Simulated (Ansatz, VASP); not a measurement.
## Ca2Sn2N in VASP and in Ansatz

```xyz
5
Lattice="4.8206 0.0000 0.0000 0.0000 4.8206 0.0000 0.0000 0.0000 4.8492" Properties=species:S:1:pos:R:3 pbc="T T T"
Ca    0.0000    2.4103    0.0000
Ca    2.4103    0.0000    0.0000
Sn    0.0000    0.0000    2.4246
Sn    2.4103    2.4103    2.4246
N     0.0000    0.0000    0.0000
```

Alike in both runs: functional PBE; k mesh 6 × 6 × 8; occupations gaussian, width 0.1 eV; no spin polarisation.

Ansatz relaxed the structure, and its values are those at the end. VASP's run is a single point on that final structure, the one shown.

|  | VASP | Ansatz |
| --- | --- | --- |
| version | VASP 6.6.1 | Ansatz 0.2.0 |
| potentials or method | VASP PAW PBE potentials, release 64 (Ca_sv, Sn_d, N), cutoff 520 eV | scalar-relativistic, plane waves, PAW |
| valence electrons in the cell | 53 | 53 |

Ansatz gave:

| Property | Result |
| --- | --- |
| gap on the k mesh at the Fermi level (eV) | none |
| pressure (GPa) | 0.0 |

Problem. Which values does VASP return?

Solution. gap on the k mesh at the Fermi level (eV): none; pressure (GPa): 0.1.

A gap of «none» marks a metal or a gap that the smearing closes. With one functional, cell and mesh, what is left measures potentials, basis and numerics.
